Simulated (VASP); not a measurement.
KF: single point with LDA

KF:

```
K F
1.0
     0.00000    2.58128    2.58128
     2.58128    0.00000    2.58128
     2.58128    2.58128    0.00000
K F
1 1
Direct
  0.00000 0.00000 0.00000
  0.50000 0.50000 0.50000
```

```yaml
Program: VASP 6.6.1
Task: single point
Functional: LDA
Potentials_or_basis: VASP PAW LDA potentials, release 64 (K_sv, F)
Cutoff: 520 eV
k_mesh: 8 × 8 × 8
Occupations: gaussian, width 0.02 eV
Spin: no spin polarisation
```

* Pressure: 0.2 GPa
* Band gap on the k mesh: 6.35 eV

Levels at points of the mesh, in eV from the valence-band top:
```csv
k point,band 6,band 7,band 8,band 9,band 10,band 11
"(0.00, 0.00, 0.00)",0.00,0.00,0.00,6.35,10.78,10.78
"(0.50, 0.00, 0.00)",-0.97,-0.47,-0.47,9.20,11.00,12.46
"(0.50, 0.50, 0.00)",-0.14,-0.02,-0.02,7.95,10.71,12.23
```

Wall time 18 s on 1 thread of Intel(R) Xeon(R) Platinum 8259CL CPU @ 2.50GHz (Skylake/Cascade Lake), with other jobs on the host, peak memory 0.14 GiB.

A k mesh can miss the band edges. Expect the measured gap to be larger: semilocal functionals such as LDA lack the derivative discontinuity.
